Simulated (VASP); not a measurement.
Hg, 1 atom in the cell. It takes space group R-3m (No. 166, trigonal). Conventional cell: a = 3.425 Å, b = 3.425 Å, c = 6.702 Å, α = 90.00°, β = 90.00°, γ = 120.00°. Hg (site symmetry -3m) has 12 Hg at 2.98 to 3.43 Å within 3.9 Å.  This cell differs from its parent crystal: equal xx and yy strain of -1 %.

```yaml
Program: VASP 6.6.1
Task: electric field gradients
Functional: LDA
Potentials_or_basis: VASP PAW LDA potentials, release 64 (Hg)
Cutoff: 520 eV
k_mesh: 12 × 12 × 12
Occupations: fermi-dirac, width 0.03 eV
Spin: no spin polarisation
Dipole_correction: no
Further_INCAR_settings: ALGO = Normal; EDIFF = 1e-08; NBANDS = 12
```

Potentials or basis: VASP PAW LDA potentials, release 64 (Hg).

Launch:

```console
$ cat potpaw_LDA.64/Hg/POTCAR > POTCAR
$ mpirun -np 1 vasp_std > vasp.out
```

Hardware: 1 thread of AMD EPYC 9R45 96-Core Processor (Zen 5), on a shared host.

Task: How long does it take, and how much memory?

Result: It took 16 s on 1 thread of AMD EPYC 9R45 96-Core Processor (Zen 5), with other jobs on the host, peak memory 0.13 GiB. Counts: scf iterations 11, k points 189.
